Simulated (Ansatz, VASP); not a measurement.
## Two plane-wave programs on SrCl2

INCAR

```
SYSTEM = SrCl2
PREC = Accurate ; ENCUT = 520
EDIFF = 1E-6 ; ISMEAR = 0
SIGMA = 0.01 ; LREAL = .FALSE.
LASPH = .TRUE. ; NELM = 150
ALGO = Normal ; ISIF = 2
LWAVE = .FALSE. ; LCHARG = .TRUE.
MAGMOM = 0 0 0 0 0 0 0 0 0 ; LORBIT = 11
LSORBIT = .TRUE. ; GGA_COMPAT = .FALSE.
LORBMOM = .TRUE. ; GGA = PE
LVHAR = .TRUE. ; NBANDS = 37
```

Contents of KPOINTS:

```
regular mesh
0
G
  6 6 6
  0 0 0
```

The input POSCAR:

```
SrCl2
1.0
    4.4072490604      0.0000000000      0.0000000000
   -2.2036245302      3.8167896471      0.0000000000
    0.0000000000      0.0000000000      5.5960679692
Sr Cl
1 2
Direct
    0.0000000000      0.0000000000      0.0000000000
    0.3333333333      0.6666666667      0.2486948621
    0.6666666667      0.3333333333      0.7513051379
```

Input for Ansatz:

```yaml
crystal:
  lattice:
    - [4.4072490604, 0.0, 0.0]
    - [-2.2036245302, 3.8167896471, 0.0]
    - [0.0, 0.0, 5.5960679692]
  atoms:
    - { symbol: Sr, position: [0.0, 0.0, 0.0] }
    - { symbol: Cl, position: [0.3333333333, 0.6666666667, 0.2486948621] }
    - { symbol: Cl, position: [0.6666666667, 0.3333333333, 0.7513051379] }
kpoints:
  mp_grid: { grid: [6, 6, 6] }
  band_path:
    path:
      - [0.0, 0.0, 0.0]
      - [0.5, 0.0, 0.0]
      - [0.3333333333, 0.3333333333, 0.0]
      - [0.0, 0.0, 0.5]
      - [0.5, 0.0, 0.5]
      - [0.3333333333, 0.3333333333, 0.5]
    npoints: 1
hamiltonian:
  xc: pbe
scf:
  occupations: { method: fixed }
  n_extra_bands: 8
magnetization:
  noncollinear: true
  spin_orbit: true
output:
  forces: true
  stress: true
  eigenvalues: true
```

Alike in both runs: task single point; functional PBE; k mesh 6 × 6 × 6; non-collinear spin, spin-orbit coupling.

```csv
,VASP,Ansatz
version,VASP 6.6.1,Ansatz 0.2.0
potentials or method,"VASP PAW PBE potentials, release 64 (Sr_sv, Cl)","plane waves, PAW"
plane-wave cutoff (eV),520,420
occupations,"gaussian, width 0.01 eV",fixed
valence electrons in the cell,24,24
```

```csv
,VASP,Ansatz,Ansatz less VASP
pressure (GPa),1.3,1.2,-0.10
"traceless stress, the component that is largest in VASP (GPa)",0.02,0.05,+0.034
rms of the force components (eV/Å),0.012,0.001,-0.0106
```

Atom by atom the forces differ by 0.011 eV/Å (rms over components).
